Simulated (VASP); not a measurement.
Write the native input for VASP 6.6.1 that does the following.

| Item | Value |
| --- | --- |
| Task | relaxation of cell and atoms |
| Functional | PBE |
| Potentials or basis | VASP PAW PBE potentials, release 64 (Ge_d) |
| Cutoff | 500 eV |
| k mesh | 6 × 6 × 6 |
| Occupations | gaussian, width 0.01 eV |
| Spin | no spin polarisation |
| Target pressure | 40 GPa |
| Dipole correction | no |
| Further INCAR settings | ALGO = Normal; EDIFF = 1e-07; IBRION = 2; EDIFFG = -0.02; NSW = 100; ISIF = 3 |

The structure of Ge lies in POSCAR:

```
Ge
1.0
    0.0000000000      2.8289100000      2.8289100000
    2.8289100000      0.0000000000      2.8289100000
    2.8289100000      2.8289100000      0.0000000000
Ge
2
Direct
    0.5000000000      0.5000000000      0.5000000000
    0.7500000000      0.7500000000      0.7500000000
```

These files were run (other wordings do the same):

INCAR

```
PREC = Accurate
ENCUT = 500
EDIFF = 1E-7
ISMEAR = 0
SIGMA = 0.01
LREAL = False
LASPH = True
NELM = 120
ALGO = Normal
ISIF = 3
LWAVE = False
LCHARG = False
GGA = PE
IBRION = 2
NSW = 100
EDIFFG = -0.02
PSTRESS = 400.0
GGA_COMPAT = False
NELMIN = 4
```

KPOINTS

```
Automatic mesh
0
Gamma
  6 6 6
```

Potentials or basis: VASP PAW PBE potentials, release 64 (Ge_d).

Command:

```sh
$ cat potpaw_PBE.64/Ge_d/POTCAR > POTCAR
$ mpirun -np 1 vasp_std > vasp.out
```

It gave:

```
Relaxed volume                                             : 17.37 Å³/atom
Relaxed cell                                               : a = 3.662 Å, b = 3.662 Å, c = 3.662 Å, α = 60.00°, β = 60.00°, γ = 60.00°
Space group after relaxing (to 0.1 Å)                      : Fd-3m (No. 227)
Energy change on relaxing (the run minimises the enthalpy) : +587.8 meV/atom
Ionic steps                                                : 5
Pressure after relaxing                                    : 40.1 GPa
Band gap on the k mesh                                     : 0.23 eV (least direct gap 2.59 eV)
```

Caveat: the cell is relaxed towards a set pressure, so the run minimises the enthalpy, not the energy; the volume moved by over 15 % at a fixed basis, so the end points are rough.

Wall time 52 s on 1 thread of AMD EPYC 7R13 Processor (Zen 3), with other jobs on the host, peak memory 0.14 GiB.
